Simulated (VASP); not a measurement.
# Cr (Im-3m) in VASP: further runs

Aim: see how the results for Cr move with the level of theory and the settings. Levels: BLYP+D4, PBE. Tasks: relaxation of cell and atoms, single point.

Everything below comes from runs of VASP 6.6.1. Logs are shortened: lines on timing, memory, paths and dates and some standing lists are left out, and cuts for length are marked.

### 1 The cell of the first run

Symmetry: Im-3m, No. 229, cubic system. Conventional cell: a = 2.969 Å, b = 2.969 Å, c = 2.969 Å, α = 90.00°, β = 90.00°, γ = 90.00°. Cr (site symmetry m-3m) has 14 Cr at 2.57 to 2.97 Å within 3.4 Å.

### 2 Relaxation of cell and atoms, BLYP+D4, collinear spin, ferromagnetic start

Input file INCAR:

```
AGGAC    = 1.0          
AGGAX    = 1.0          
ALDAC    = 0.0          
ALDAX    = 1.0          
ALGO     = Normal         # electronic algorithm
EDIFF    = 1E-6           # SCF threshold, eV
EDIFFG   = -0.01          # ionic threshold
ENCUT    = 600            # plane-wave cutoff, eV
GGA      = B5             # functional
IBRION   = 2              # ionic algorithm
ISIF     = 3              # what is computed and relaxed
ISMEAR   = -1             # smearing method
ISPIN    = 2              # spin polarisation
IVDW     = 13             # dispersion correction
LASPH    = True           # aspherical terms in the spheres
LCHARG   = False          # write CHGCAR
LMAXMIX  = 4              # l up to which the mixer works
LORBIT   = 11             # projections on sites
LREAL    = False          # projectors in reciprocal space
LWAVE    = False          # write WAVECAR
MAGMOM   = 3              # initial moments
NELM     = 150            # most SCF steps
NSW      = 80             # ionic steps
PREC     = Accurate       # precision mode
SIGMA    = 0.05           # smearing width, eV
VDW_A1   = 0.44488865   
VDW_A2   = 4.0933009    
VDW_S6   = 1.0          
VDW_S8   = 2.34076671
```

Input file KPOINTS:

```
k-points
0
Gamma
  12 12 12
```

Input file POSCAR:

```
Cr
1.0
   -1.4844496776      1.4844496776      1.4844496776
    1.4844496776     -1.4844496776      1.4844496776
    1.4844496776      1.4844496776     -1.4844496776
Cr
1
Direct
    0.0000000000      0.0000000000      0.0000000000
```

Potentials or basis: VASP PAW PBE potentials, release 64 (Cr_pv).

Started as:

```bash
cat potpaw_PBE.64/Cr_pv/POTCAR > POTCAR
mpirun -np 1 vasp_std > vasp.out
```

OUTCAR:

```text
EDIFF = 1E-6
   EDIFFG = -0.01
   ENCUT = 600
   GGA = B5
   IBRION = 2
   ISIF = 3
   ISMEAR = -1
   ISPIN = 2
   IVDW = 13
   LASPH = True
   LORBIT = 11
   LREAL = False
   NELM = 150
   NSW = 80
   PREC = Accurate

 ion  position               nearest neighbor table
   1  0.000  0.000  0.000-

  LATTYP: Found a body centered cubic cell.
 ALAT       =     2.9688993552

  Lattice vectors:

 A1 = (  -1.4844496776,   1.4844496776,   1.4844496776)
 A2 = (   1.4844496776,  -1.4844496776,   1.4844496776)
 A3 = (   1.4844496776,   1.4844496776,  -1.4844496776)

Analysis of symmetry for initial positions (statically):
=====================================================================
 Subroutine PRICEL returns:
 Original cell was already a primitive cell.

 Routine SETGRP: Setting up the symmetry group for a
 body centered cubic supercell.

 Subroutine GETGRP returns: Found 48 space group operations
 (whereof 48 operations were pure point group operations)
 out of a pool of 48 trial point group operations.

The static configuration has the point symmetry O_h .

Analysis of symmetry for dynamics (positions and initial velocities):
=====================================================================
 Subroutine PRICEL returns:
 Original cell was already a primitive cell.

 Routine SETGRP: Setting up the symmetry group for a
 body centered cubic supercell.

 Subroutine GETGRP returns: Found 48 space group operations
 (whereof 48 operations were pure point group operations)
 out of a pool of 48 trial point group operations.

The dynamic configuration has the point symmetry O_h .

Analysis of structural, dynamic, and magnetic symmetry:
=====================================================================
 Subroutine PRICEL returns:
 Original cell was already a primitive cell.

 Routine SETGRP: Setting up the symmetry group for a
 body centered cubic supercell.

 Subroutine GETGRP returns: Found 48 space group operations
 (whereof 48 operations were pure point group operations)
 out of a pool of 48 trial point group operations.

The overall configuration has the point symmetry O_h .

 Subroutine INISYM returns: Found 48 space group operations
 (whereof 48 operations are pure point group operations),
 and found     1 'primitive' translations

----------------------------------------------------------------------------------------

                                     Primitive cell

  volume of cell :      13.0845

  direct lattice vectors                    reciprocal lattice vectors
    -1.484449678  1.484449678  1.484449678     0.000000000  0.336825160  0.336825160
     1.484449678 -1.484449678  1.484449678     0.336825160  0.000000000  0.336825160
     1.484449678  1.484449678 -1.484449678     0.336825160  0.336825160  0.000000000

  length of vectors
[... 84 lines left out ...]
   IBRION =      2    ionic relax: 0-MD 1-quasi-New 2-CG
   NFREE  =      1    steps in history (QN), initial steepest desc. (CG)
   ISIF   =      3    stress and relaxation
   ISYM   =      2    0-nonsym 1-usesym 2-fastsym
   POTIM  = 0.5000    time-step for ionic-motion
   TEBEG  =    0.0;   TEEND  =   0.0 temperature during run
   PSTRESS=    0.0 pullay stress
   NELECT =      12.0000    total number of electrons
   NUPDOWN=      -1.0000    fix difference up-down
   EMIN   =  10.00;   EMAX   =-10.00  energy-range for DOS
   EFERMI =   0.00;   METHOD = LEGACY
   ISMEAR =    -1;   SIGMA  =   0.05  broadening in eV -4-tet -1-fermi 0-gaus
   EFERMI_NEDOS =   21; number of points for ismear=-14 and -15
   IALGO  =     38    algorithm
   IMIX   =      4    mixing-type and parameters
     AMIX     =   0.40;   BMIX     =  1.00
     AMIX_MAG =   1.60;   BMIX_MAG =  1.00
  volume/ion in A,a.u.               =      13.08        88.30
  Fermi-wavevector in a.u.,A,eV,Ry     =   1.590559  3.005721 34.421077  2.529878
  Thomas-Fermi vector in A             =   2.689235
   LORBIT       =     11    0 simple, 1 ext, 2 COOP (PROOUT), +10 PAW based schemes
   GGA     = B5    functional components
   LHFCALC =     F    Hartree Fock is set to
   AEXX    =    0.0000 exact exchange contribution
   IVDW    =    13    specifies the selected vdW correction
   LEPSILON=     F    determine dielectric tensor
   LRPA    =     F    only Hartree local field effects (RPA)
 conjugate gradient relaxation of ions
 spin polarized calculation
  energy-cutoff  :      600.00
  volume of cell :       13.08
 maximum number of plane-waves:       466
 NGX is ok and might be reduce to    24
   NGX = 11   NGY = 11   NGZ = 11

--------------------------------------- Ionic step        1  -------------------------------------------

 number of electron      11.9999997 magnetization       0.0008550

 number of electron      11.9999997 magnetization      -0.0001376

 Free energy of the ion-electron system (eV)
  ---------------------------------------------------
  ext. energy  EPLUGINS =         0.00000000
  ---------------------------------------------------
  free energy    TOTEN  =        -8.25632117 eV

  energy without entropy =       -8.25239870  energy(sigma->0) =       -8.25435993

 E-fermi :   9.7444     XC(G=0): -12.4020

 val. band max:        9.6436458561   @ k =  -0.2500   0.3333   0.1667
 cond. band min:       9.7842456739   @ k =  -0.3333   0.3333   0.2500
 fundamental gap:      0.1405998178
 Fermi energy:         9.7443625142

 spin component 1

 k-point     1 :       0.0000    0.0000    0.0000
  band No.  band energies     occupation
      1     -32.9449      1.00000
      2     -32.9449      1.00000
      3     -32.9449      1.00000
      4       2.5630      1.00000
      5       8.9472      1.00000
      6       8.9472      1.00000
      7       8.9472      1.00000
      8      10.7600      0.00000
      9      10.7600      0.00000
     10      16.5085      0.00000
     11      31.3068      0.00000
     12      31.3068      0.00000
[... 831 lines left out ...]
 number of electron      12.0000001 magnetization      -0.0000006

 number of electron      12.0000001 magnetization       0.0000008

 Free energy of the ion-electron system (eV)
  ---------------------------------------------------
  ext. energy  EPLUGINS =         0.00000000
  ---------------------------------------------------
  free energy    TOTEN  =        -8.30900685 eV

  energy without entropy =       -8.30583294  energy(sigma->0) =       -8.30741990

 E-fermi :  11.6955     XC(G=0): -13.1950

 val. band max:       11.6727135705   @ k =   0.4167   0.0833   0.0833
 cond. band min:      11.7324897120   @ k =  -0.3333   0.3333   0.2500
 fundamental gap:      0.0597761415
 Fermi energy:        11.6955203670

 spin component 1

 k-point     1 :       0.0000    0.0000    0.0000
  band No.  band energies     occupation
      1     -30.8491      1.00000
      2     -30.8491      1.00000
      3     -30.8491      1.00000
      4       3.9961      1.00000
      5      10.7206      1.00000
      6      10.7206      1.00000
      7      10.7206      1.00000
      8      12.8809      0.00000
      9      12.8809      0.00000
     10      18.5268      0.00000
     11      34.3567      0.00000
     12      34.3567      0.00000
[... 741 lines left out ...]
  FREE ENERGIE OF THE ION-ELECTRON SYSTEM (eV)
  ---------------------------------------------------
  free  energy   TOTEN  =        -9.1896938397 eV

  energy  without entropy=       -9.1865199307  energy(sigma->0) =       -9.18810689

 reached required accuracy - stopping structural energy minimisation

 total charge

# of ion       s       p       d       tot
------------------------------------------
    1        0.413   6.402   4.297  11.112

 magnetization (x)

# of ion       s       p       d       tot
------------------------------------------
    1       -0.000   0.000  -0.000  -0.000
```

OSZICAR:

```text
N       E                     dE             d eps       ncg     rms          rms(c)
DAV:   1     0.927303475785E+02    0.92730E+02   -0.74757E+03  3464   0.125E+03
DAV:   2    -0.702326205681E+01   -0.99754E+02   -0.96220E+02  3508   0.313E+02
[... 34 lines left out ...]
DAV:   1    -0.831960937834E+01   -0.46669E-02   -0.14623E-01  3456   0.681E+00    0.878E-01
DAV:   2    -0.830932996653E+01    0.10279E-01   -0.26153E-02  3528   0.282E+00    0.159E-01
DAV:   3    -0.830910498253E+01    0.22498E-03   -0.24498E-04  3552   0.257E-01    0.867E-02
DAV:   4    -0.830900989125E+01    0.95091E-04   -0.83268E-05  3608   0.117E-01    0.945E-03
DAV:   5    -0.830900750674E+01    0.23845E-05   -0.16911E-06  3120   0.180E-02    0.317E-03
DAV:   6    -0.830900685245E+01    0.65429E-06   -0.44328E-08  1728   0.271E-03
   4 F= -.91896938E+01 E0= -.91881069E+01  d E =-.169532E+00  mag=    -0.0000
```

Wall time 75 s (1 thread of Intel Xeon 6975P-C, shared host); peak memory 0.17 GiB.

What came out:

```yaml
Free_energy: -9.1897 eV
Relaxed_volume: 11.36 Å³/atom
Relaxed_cell: a = 2.452 Å, b = 2.452 Å, c = 2.452 Å, α = 109.47°, β = 109.47°, γ = 109.47°
Space_group_after_relaxing_to_0.05_Å: Im-3m (No. 229)
Energy_gained_by_relaxing: 169.5 meV/atom
Ionic_steps: 4
Pressure_after_relaxing: -0.1 GPa
Band_gap_on_the_k_mesh: zero (filled and empty bands overlap)
Net_moment: 0.00 μB per cell
Valence_electrons_inside_the_program's_atomic_spheres: Cr 11.11
Dispersion_energy_per_atom: -0.881 eV
```

The path:
| step | energy change (eV) | largest force (eV/Å) | pressure (GPa) | volume (Å³) |
| --- | --- | --- | --- | --- |
| 1 | 0.0000 | 0.0000 | -27.49 | 13.08 |
| 2 | 0.2798 | 0.0000 | 83.02 | 9.28 |
| 3 | -0.1690 | 0.0000 | -2.56 | 11.44 |
| 4 | -0.1695 | 0.0000 | -0.08 | 11.36 |

Final structure:
```
Cr
1.0
    -1.41594    1.41594    1.41594
     1.41594   -1.41594    1.41594
     1.41594    1.41594   -1.41594
Cr
1
Direct
  0.00000 0.00000 0.00000
```

Caveat: the starting moments collapsed, and a magnetic state may lie lower; the PAW data sets were made with another functional, which shifts forces and pressure a little; pairwise dispersion overbinds metals, which lowers pressure and volume.

### 3 Single point, PBE, collinear spin, ferromagnetic start

Input file INCAR:

```
PREC = Accurate ; ENCUT = 520
EDIFF = 1E-6 ; ISMEAR = 0
SIGMA = 0.013000000000000001 ; LREAL = False
LASPH = True ; NELM = 150
ALGO = Normal ; ISIF = 2
LWAVE = False ; LCHARG = False
ISPIN = 2 ; MAGMOM = 3
LORBIT = 11 ; LMAXMIX = 4
GGA = PE ; NBANDS = 16
```

Input file KPOINTS:

```
Automatic mesh
0
Gamma
  12 12 12
```

POSCAR is that of step 2.

Potentials or basis: VASP PAW PBE potentials, release 64 (Cr_pv).

Started as:

```bash
cat potpaw_PBE.64/Cr_pv/POTCAR > POTCAR
mpirun -np 1 vasp_std > vasp.out
```

Run time: 15 s. Hardware: 1 thread of AMD EPYC 9R45 (Zen 5), shared host; peak memory 0.11 GiB.

The run converged. Its results:

```
Free energy                                           : -9.3819 eV
Pressure                                              : -25.5 GPa
Band gap on the k mesh                                : zero (filled and empty bands overlap)
Net moment                                            : 0.00 μB per cell
Valence electrons inside the program's atomic spheres : Cr 10.82
```

Levels at points of the mesh, in eV from the Fermi level:
Spin up:
```
           k point  band 4  band 5  band 6  band 7  band 8  band 9
(0.00, 0.00, 0.00)   -7.38   -0.74   -0.74   -0.74    1.01    1.01
(0.50, 0.00, 0.00)   -3.82   -2.03    0.87    0.99    1.28    2.40
(0.50, 0.50, 0.50)   -3.58   -3.58    2.08    2.08    2.08    7.10
```
Spin down:
| k point | band 4 | band 5 | band 6 | band 7 | band 8 | band 9 |
| --- | --- | --- | --- | --- | --- | --- |
| (0.00, 0.00, 0.00) | -7.38 | -0.74 | -0.74 | -0.74 | 1.01 | 1.01 |
| (0.50, 0.00, 0.00) | -3.82 | -2.03 | 0.88 | 0.99 | 1.28 | 2.40 |
| (0.50, 0.50, 0.50) | -3.58 | -3.58 | 2.08 | 2.08 | 2.08 | 7.10 |

Caveat: the starting moments collapsed, and a magnetic state may lie lower.
